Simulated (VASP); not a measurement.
A run of VASP 6.6.1 is set up as follows.

The input POSCAR:

```
InP
1.0
    0.0000000000      2.9830349663      2.9830349663
    2.9830349663      0.0000000000      2.9830349663
    2.9830349663      2.9830349663      0.0000000000
In P
1 1
Direct
    0.0000000000      0.0000000000      0.0000000000
    0.2500000000      0.2500000000      0.2500000000
```

Contents of INCAR.step1:

```
SYSTEM = InP
PREC     = Accurate       ! precision mode
ENCUT    = 520            ! plane-wave cutoff, eV
ISMEAR   = 0              ! smearing method
SIGMA    = 0.01           ! smearing width, eV
LREAL    = .False.        ! projectors in reciprocal space
LASPH    = .True.         ! aspherical terms in the spheres
NELM     = 100            ! most SCF steps
NBANDS   = 16             ! bands
GGA      = PE             ! functional
ALGO     = Normal         ! electronic algorithm
EDIFF    = 1E-4           ! SCF threshold, eV
LWAVE    = .True.         ! write WAVECAR
LCHARG   = .False.        ! write CHGCAR
```

File INCAR.step2:

```
SYSTEM = InP
PREC     = Accurate       ! precision mode
ENCUT    = 520            ! plane-wave cutoff, eV
EDIFF    = 1E-6           ! SCF threshold, eV
ISMEAR   = 0              ! smearing method
SIGMA    = 0.01           ! smearing width, eV
LREAL    = .False.        ! projectors in reciprocal space
LASPH    = .True.         ! aspherical terms in the spheres
NELM     = 100            ! most SCF steps
ALGO     = Normal         ! electronic algorithm
ISIF     = 2              ! what is computed and relaxed
LWAVE    = .False.        ! write WAVECAR
LCHARG   = .False.        ! write CHGCAR
METAGGA  = R2SCAN         ! meta-GGA
LMIXTAU  = .True.       
NBANDS   = 16             ! bands
ISTART   = 1
```

Contents of KPOINTS:

```
regular mesh
0
Gamma
  6 6 6
  0 0 0
```

Potentials or basis: VASP PAW PBE potentials, release 64 (In_d, P).

Run with:

```console
$ cat potpaw_PBE.64/In_d/POTCAR potpaw_PBE.64/P/POTCAR > POTCAR
$ cp INCAR.step1 INCAR
$ mpirun -np 1 vasp_std > vasp.out
$ cp INCAR.step2 INCAR
$ mpirun -np 1 vasp_std > vasp.out
```

Question: What does it give for the pressure?

Answer: -2.0 GPa.

Question: Estimate the band gap on the k mesh.

Answer: 0.85 eV, direct.

Caveat: the PAW data sets were made with another functional, which shifts forces and pressure a little; spin-orbit coupling is left out, which moves the levels of the heavy elements.
